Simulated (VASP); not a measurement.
# SrVO3: single point with LDA+U

SrVO3:

```xyz
5
Lattice="3.8409 0.0000 0.0000 0.0000 3.8409 0.0000 0.0000 0.0000 3.8409" Properties=species:S:1:pos:R:3 pbc="T T T"
Sr    1.9204    1.9204    1.9204
V     0.0000    0.0000    0.0000
O     1.9204    0.0000    0.0000
O     0.0000    1.9204    0.0000
O     0.0000    0.0000    1.9204
```

| Property | Result |
| --- | --- |
| Program | VASP 6.6.1 |
| Task | single point |
| Functional | LDA |
| Potentials or basis | VASP PAW LDA potentials, release 64 (Sr_sv, V_sv, O) |
| Cutoff | 520 eV |
| k mesh | 4 × 4 × 4, shifted |
| Occupations | methfessel-paxton, width 0.1 eV |
| Spin | collinear spin, ferromagnetic start |
| Starting moments | [0.0, 1.5, 0.0, 0.0, 0.0] μB |
| Hubbard terms | V d U = 5.0 eV |

| Quantity | Value |
| --- | --- |
| Pressure | -2.6 GPa |
| Band gap on the k mesh | zero (filled and empty bands overlap) |
| Net moment | 1.00 μB per cell |
| Site moments | Sr -0.00; V +1.14; O -0.06 μB |
| Valence electrons inside the program's atomic spheres | Sr 8.02; V 11.51; O 5.03 |

Levels at points of the mesh, in eV from the Fermi level:
Spin up:
| k point | band 17 | band 18 | band 19 | band 20 | band 21 | band 22 | band 23 | band 24 |
| --- | --- | --- | --- | --- | --- | --- | --- | --- |
| (0.12, 0.12, 0.12) | -3.57 | -3.00 | -2.79 | -2.79 | -1.19 | -1.06 | -1.06 | 1.93 |
Spin down:
```csv
k point,band 16,band 17,band 18,band 19,band 20,band 21,band 22,band 23,band 24,band 25
"(0.12, 0.12, 0.12)",-3.96,-3.40,-3.09,-2.80,-2.80,1.10,1.16,1.16,2.70,2.70
```

Eigenvalues of the final occupation matrices:
| site | spin | trace | eigenvalues |
| --- | --- | --- | --- |
| site 2 d | 1 | 2.00 | 0.32 0.32 0.46 0.46 0.46 |
| site 2 d | 2 | 0.88 | 0.10 0.10 0.10 0.28 0.28 |

Wall time 22 s on 1 thread of Intel(R) Xeon(R) Platinum 8375C CPU @ 2.90GHz (Ice Lake) (shared host), peak memory 0.17 GiB.

Caveat: the k points lie up to 0.41 Å⁻¹ apart, too coarse for converged energies and pressures of a metal. The state reached can hang on the start; a lower one may exist.
